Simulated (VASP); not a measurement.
Input of a VASP 6.6.1 run:

POSCAR

```
InAs
1.0
    0.0000000000      3.3188821238      2.5887280566
    3.3188821238      0.0000000000      2.5887280566
    3.3188821238      3.3188821238      0.0000000000
In As
1 1
Direct
    0.0000000000      0.0000000000      0.0000000000
    0.7500000000      0.7500000000      0.7500000000
```

INCAR.step1

```
ALGO = Normal
EDIFF = 1E-4
ENCUT = 520
GGA = PE
ISMEAR = 0
LASPH = T
LCHARG = F
LREAL = F
LWAVE = T
NBANDS = 16
NELM = 100
PREC = Accurate
SIGMA = 0.03
```

File INCAR.step2:

```
ALGO = Normal
EDIFF = 1E-6
ENCUT = 520
ISIF = 2
ISMEAR = 0
ISTART = 1
LASPH = T
LCHARG = F
LMIXTAU = T
LREAL = F
LWAVE = F
METAGGA = R2SCAN
NBANDS = 16
NELM = 100
PREC = Accurate
SIGMA = 0.03
```

File KPOINTS:

```
k-points
0
Gamma
  10 10 10
```

Potentials or basis: VASP PAW PBE potentials, release 64 (In_d, As).

The run is started by

```bash
$ cat potpaw_PBE.64/In_d/POTCAR potpaw_PBE.64/As/POTCAR > POTCAR
$ cp INCAR.step1 INCAR
$ mpirun -np 1 vasp_std > vasp.out
$ cp INCAR.step2 INCAR
$ mpirun -np 1 vasp_std > vasp.out
```

**Question.** Estimate the pressure.

**Answer.** -1.3 GPa.

**Question.** What does it give for the band gap on the k mesh?

**Answer.** 0.27 eV (least direct gap 0.71 eV).

Stress tensor (GPa, compression positive):
```
-3.15  0.00  0.00
 0.00 -3.15  0.00
 0.00  0.00  2.55
```

Caveat: the stress differs along the axes, from -3 to 3 GPa; semilocal functionals underestimate gaps, and a narrow one can read as zero; the PAW data sets were made with another functional, which shifts forces and pressure a little; spin-orbit coupling is left out, which moves the levels of the heavy elements. A k mesh can miss the band edges.
